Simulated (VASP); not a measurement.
Wanted: the native input for a VASP 6.6.1 run.

- Task: single point
- Functional: PBE
- Potentials or basis: VASP PAW PBE potentials, release 64 (C, Se)
- Cutoff: 520 eV
- k mesh: 2 × 2 × 1
- Occupations: fermi-dirac, width 0.02 eV
- Spin: no spin polarisation
- Dipole correction: no
- Further INCAR settings: LREAL = Auto; ALGO = Normal; EDIFF = 1e-06; NBANDS = 54

The structure of C18Se lies in POSCAR:

```
C18Se
1.0
    7.3980000000      0.0000000000      0.0000000000
   -3.6990000000      6.4068560000      0.0000000000
    0.0000000000      0.0000000000     12.0000000000
C Se
18 1
Direct
   -0.0031371424     -0.0028958041      0.0796860833
    0.2187795516      0.1085747830      0.0788736667
   -0.0037748548      0.3292894362      0.0797495833
    0.2170941671      0.4380950657      0.0882294167
   -0.0040352448      0.6634026112      0.0799250833
    0.2175990687      0.7769767262      0.0864280000
    0.3301171503     -0.0026894627      0.0796099167
    0.5520467143      0.1078190301      0.0776491667
    0.3298314365      0.3290913671      0.0806057500
    0.5524740047      0.4416506318      0.0782246667
    0.3307458209      0.6644767730      0.0998978333
    0.5562668275      0.7773290051      0.0853885833
    0.6639933623     -0.0030038134      0.0786389167
    0.8864114201      0.1084013750      0.0780140833
    0.6634047731      0.3302880539      0.0761339167
    0.8858002646      0.4418113970      0.0776862500
    0.6644380979      0.6637472420      0.0797400000
    0.8858056211      0.7752051864      0.0786550833
    0.3209525567      0.6525066273      0.2768633333
```

One way to write it, as run:

INCAR

```
SYSTEM = C18Se
PREC = Accurate ; ENCUT = 520
EDIFF = 1E-6 ; ISMEAR = -1
SIGMA = 0.02 ; LREAL = Auto
LASPH = .True. ; NELM = 60
ALGO = Normal ; ISIF = 2
LWAVE = .False. ; LCHARG = .False.
GGA = PE ; NBANDS = 54
```

KPOINTS

```
Automatic mesh
0
Gamma
  2 2 1
  0 0 0
```

Potentials or basis: VASP PAW PBE potentials, release 64 (C, Se).

Run with:

```sh
$ cat potpaw_PBE.64/C/POTCAR potpaw_PBE.64/Se/POTCAR > POTCAR
$ mpirun -np 1 vasp_std > vasp.out
```

Results of the run:

```
Largest force          : 0.022 eV/Å
Band gap on the k mesh : 0.13 eV, direct
```

Caveat: the k points lie up to 0.49 Å⁻¹ apart.

Wall time 4.1 min on 1 thread of Intel(R) Xeon(R) Platinum 8259CL CPU @ 2.50GHz (Skylake/Cascade Lake) (shared host), peak memory 0.58 GiB.
